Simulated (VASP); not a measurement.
TiO2, 12 atoms in the cell. Symmetry: P4_2/mnm, No. 136, tetragonal system. The conventional cell has a = 4.594 Å, b = 4.594 Å, c = 2.959 Å, α = 90.00°, β = 90.00°, γ = 90.00°. Ti (site symmetry mmm) has 6 O at 1.95 to 1.98 Å within 2.6 Å. Within 2.6 Å of O (site symmetry m2m) lie 3 Ti at 1.95 to 1.98 Å and 1 O at 2.54 Å. 

```yaml
Program: VASP 6.6.1
Task: single point
Functional: PBE
Potentials_or_basis: VASP PAW PBE potentials, release 64 (Ti_sv, O)
Cutoff: 600 eV
k_mesh: 1 × 1 × 1
Occupations: gaussian, width 0.01 eV
Spin: no spin polarisation
Dipole_correction: no
Further_INCAR_settings: ALGO = Normal; EDIFF = 1e-06; NBANDS = 60
```

Potentials or basis: VASP PAW PBE potentials, release 64 (Ti_sv, O).

The run is started by

```console
$ cat potpaw_PBE.64/Ti_sv/POTCAR potpaw_PBE.64/O/POTCAR > POTCAR
$ mpirun -np 1 vasp_gam > vasp.out
```

Hardware: 1 thread of Intel Xeon 6975P-C (shared host).

Problem. How long does it take, and how much memory?

Solution. Wall time 23 s on 1 thread of Intel Xeon 6975P-C, with other jobs on the host, peak memory 0.24 GiB. Counts: scf iterations 16, k points 1.
